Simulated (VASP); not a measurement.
A run of VASP 6.6.1 is set up as follows.

Contents of INCAR:

```
PREC     = Accurate       # precision mode
ENCUT    = 600            # plane-wave cutoff, eV
EDIFF    = 1E-6           # SCF threshold, eV
ISMEAR   = -1             # smearing method
SIGMA    = 0.05           # smearing width, eV
LREAL    = False          # projectors in reciprocal space
LASPH    = True           # aspherical terms in the spheres
NELM     = 100            # most SCF steps
ALGO     = Normal         # electronic algorithm
ISIF     = 3              # what is computed and relaxed
LWAVE    = False          # write WAVECAR
LCHARG   = False          # write CHGCAR
GGA      = PS             # functional
IBRION   = 2              # ionic algorithm
NSW      = 80             # ionic steps
EDIFFG   = -0.01          # ionic threshold
```

The input KPOINTS:

```
Automatic mesh
0
Gamma
  10 10 6
```

File POSCAR:

```
Ru
1.0
    2.7058000000      0.0000000000      0.0000000000
   -1.3529000000      2.3432920000      0.0000000000
    0.0000000000      0.0000000000      4.2819000000
Ru
2
Direct
    0.3333333333      0.6666666667      0.2500000000
    0.6666666667      0.3333333333      0.7500000000
```

Potentials or basis: VASP PAW PBE potentials, release 64 (Ru_pv).

The run is started by

```sh
$ cat potpaw_PBE.64/Ru_pv/POTCAR > POTCAR
$ mpirun -np 1 vasp_std > vasp.out
```

Q: Estimate the relaxed cell.

A: a = 2.698 Å, b = 2.698 Å, c = 4.230 Å, α = 90.00°, β = 90.00°, γ = 120.00°.

Q: Predict the band gap on the k mesh.

A: Zero (band 14 reaches 14.66 eV, above the bottom of band 15 at 11.36 eV).

Final structure:
```
CELL_PARAMETERS angstrom
2.69750 0.00000 0.00000
-1.34875 2.33611 0.00000
0.00000 0.00000 4.22973
ATOMIC_POSITIONS crystal
Ru 0.33333 0.66667 0.25000
Ru 0.66667 0.33333 0.75000
```
